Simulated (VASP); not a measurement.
Here is a VASP 6.6.1 calculation.

INCAR

```
SYSTEM = Zr2HS4
PREC = Accurate ; ENCUT = 400
EDIFF = 1E-6 ; ISMEAR = 0
SIGMA = 0.05 ; LREAL = .FALSE.
LASPH = .TRUE. ; NELM = 120
ALGO = Normal ; ISIF = 2
LWAVE = .FALSE. ; LCHARG = .FALSE.
LDIPOL = .TRUE. ; IDIPOL = 3
DIPOL = 0.5 0.5 0.278 ; GGA = PE
IVDW = 12 ; NBANDS = 62
GGA_COMPAT = .FALSE. ; NELMDL = -8
```

The input KPOINTS:

```
Automatic mesh
0
G
  6 6 1
  0 0 0
```

POSCAR

```
Zr2HS4
1.0
    7.2976778227      0.0000000000      0.0000000000
   -3.6488389114      6.3199743831      0.0000000000
    0.0000000000      0.0000000000     20.9171506047
S Zr H
8 4 2
Direct
    0.3333333333      0.1666666667      0.1912306354
    0.3333333333      0.6666666667      0.1912306354
    0.8333333333      0.1666666667      0.1912306354
    0.8333333333      0.6666666667      0.1912306354
    0.1666666667      0.3333333333      0.3306927762
    0.1666666667      0.8333333333      0.3306927762
    0.6666666667      0.3333333333      0.3306927762
    0.6666666667      0.8333333333      0.3306927762
    0.0000000000      0.0000000000      0.2609617058
    0.0000000000      0.5000000000      0.2609617058
    0.5000000000      0.0000000000      0.2609617058
    0.5000000000      0.5000000000      0.2609617058
    0.3909545371      0.7819090743      0.3828031244
    0.4423787962      0.8847575924      0.3828031244
```

Potentials or basis: VASP PAW PBE potentials, release 64 (S, Zr_sv, H).

Command:

```sh
$ cat potpaw_PBE.64/S/POTCAR potpaw_PBE.64/Zr_sv/POTCAR potpaw_PBE.64/H/POTCAR > POTCAR
$ mpirun -np 1 vasp_std > vasp.out
```

(1) Estimate the largest force.

(2) What does it give for the band gap on the k mesh?

(3) Predict the dispersion energy per atom.

## Answers

(1) 4.909 eV/Å.

(2) 1.09 eV.

(3) -0.221 eV.
